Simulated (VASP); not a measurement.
Wanted: the native input for a VASP 6.6.1 run.

```
Task                   : single point
Functional             : PBEsol
Potentials or basis    : VASP PAW PBE potentials, release 64 (Ge_d)
Cutoff                 : 520 eV
k mesh                 : 10 × 10 × 10
Occupations            : gaussian, width 0.1 eV
Spin                   : no spin polarisation
Dipole correction      : no
Further INCAR settings : ALGO = Normal; EDIFF = 1e-06; NBANDS = 21
```

The structure of Ge lies in POSCAR:

```
Ge
1.0
    0.0000000000      2.8662440442      2.8173647547
    2.8662440442      0.0000000000      2.8173647547
    2.8662440442      2.8662440442      0.0000000000
Ge
2
Direct
    0.0000000000      0.0000000000      0.0000000000
    0.2500000000      0.2500000000      0.2500000000
```

This cell differs from its parent crystal: strained cell.

These files were run (other wordings do the same):

INCAR

```
SYSTEM = Ge
PREC = Accurate
ENCUT = 520
EDIFF = 1E-6
ISMEAR = 0
SIGMA = 0.1
LREAL = .False.
LASPH = .True.
NELM = 100
ALGO = Normal
ISIF = 2
LWAVE = .False.
LCHARG = .False.
GGA = PS
NBANDS = 21
```

KPOINTS

```
Automatic mesh
0
Gamma
  10 10 10
  0 0 0
```

Potentials or basis: VASP PAW PBE potentials, release 64 (Ge_d).

The run is started by

```console
$ cat potpaw_PBE.64/Ge_d/POTCAR > POTCAR
$ mpirun -np 1 vasp_std > vasp.out
```

Results of the run:

| Item | Value |
| --- | --- |
| Pressure | -1.2 GPa |
| Band gap on the k mesh | 0.09 eV (least direct gap 0.13 eV) |

Caveat: the cell differs from its parent crystal (strained cell); the PAW data sets were made with another functional, which shifts forces and pressure a little.

Run time: 2.4 min on 1 thread of AMD EPYC 7R13, with other jobs on the host, peak memory 0.19 GiB.
